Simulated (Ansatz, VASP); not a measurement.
## Two plane-wave programs on SiGeN

Contents of INCAR:

```
  ALGO = Normal
  EDIFF = 1E-7
  ENCUT = 520
  GGA = PE
  ISIF = 2
  ISMEAR = 1
  LASPH = T
  LCHARG = T
  LELF = T
  LREAL = F
  LVHAR = T
  LWAVE = F
  NBANDS = 32
  NELM = 80
  PREC = Accurate
  SIGMA = 0.083
```

Contents of KPOINTS:

```
k-points
0
Gamma
  7 7 5
```

The input POSCAR:

```
SiGeN
1.0
    3.6967450000      0.0000000000      0.0000000000
    0.0000000000      3.6967450000      0.0000000000
    0.0000000000      0.0000000000      5.8343560000
N Si Ge
2 2 2
Direct
    0.7500000000      0.2500000000      0.0000000000
    0.2500000000      0.7500000000      0.0000000000
    0.2500000000      0.2500000000      0.1750000000
    0.7500000000      0.7500000000      0.8250000000
    0.2500000000      0.2500000000      0.6790000000
    0.7500000000      0.7500000000      0.3210000000
```

Input for Ansatz:

```yaml
crystal:
  lattice:
    - [3.696745, 0.0, 0.0]
    - [0.0, 3.696745, 0.0]
    - [0.0, 0.0, 5.834356]
  atoms:
    - { symbol: "N", position: [0.75, 0.25, 0.0] }
    - { symbol: "N", position: [0.25, 0.75, 0.0] }
    - { symbol: Si, position: [0.25, 0.25, 0.175] }
    - { symbol: Si, position: [0.75, 0.75, 0.825] }
    - { symbol: Ge, position: [0.25, 0.25, 0.679] }
    - { symbol: Ge, position: [0.75, 0.75, 0.321] }
  symmetry: { tolerance: 0.0003 }
kpoints:
  mp_grid: { grid: [7, 7, 5], shift: [0, 0, 0] }
  band_path:
    path:
      - [0.0, 0.0, 0.0]
      - [0.0, 0.5, 0.0]
      - [0.5, 0.5, 0.0]
      - [0.0, 0.0, 0.0]
      - [0.0, 0.0, 0.5]
      - [0.0, 0.5, 0.5]
      - [0.5, 0.5, 0.5]
      - [0.0, 0.0, 0.5]
      - [0.0, 0.5, 0.0]
      - [0.0, 0.5, 0.5]
      - [0.5, 0.5, 0.0]
    npoints: 6
magnetization:
  spin_polarized: false
scf:
  occupations: { method: cold, width: 0.083 }
  lower_state_search: "off"
  max_iter: 200
hamiltonian:
  pseudopotentials: { kind: paw }
  xc: pbe
basis:
  ecutwfc: 420
  fft_grid_basis: typed
output:
  forces: true
  stress: true
  eigenvalues: true
  bader: true
  populations: true
  elf: true
  write_potential: true
  volumetric_format: npy
  dos:
    e_range: [-12, 8]
    de: 0.05
    projected: { site_lists: { Ge: [Ge], "N": ["N"], Si: [Si] } }
checkpoint:
  read: saved_state
```

Alike in both runs: task single point; functional PBE; k mesh 7 × 7 × 5; no spin polarisation.

|  | VASP | Ansatz |
| --- | --- | --- |
| version | VASP 6.6.1 | Ansatz 0.2.0 |
| potentials or method | VASP PAW PBE potentials, release 64 (N, Si, Ge_d), cutoff 520 eV | PAW plane waves |
| occupations | methfessel-paxton of order 1, width 0.083 eV | cold, width 0.083 eV |
| valence electrons in the cell | 46 | 46 |

```tsv
	VASP	Ansatz	Ansatz less VASP
pressure (GPa)	-5.1	-5.1	-0.08
traceless stress, the component that is largest in VASP (GPa)	-1.64	-1.78	-0.139
rms of the force components (eV/Å)	1.142	1.146	+0.0041
```

Atom by atom the forces differ by 0.014 eV/Å (rms over components).
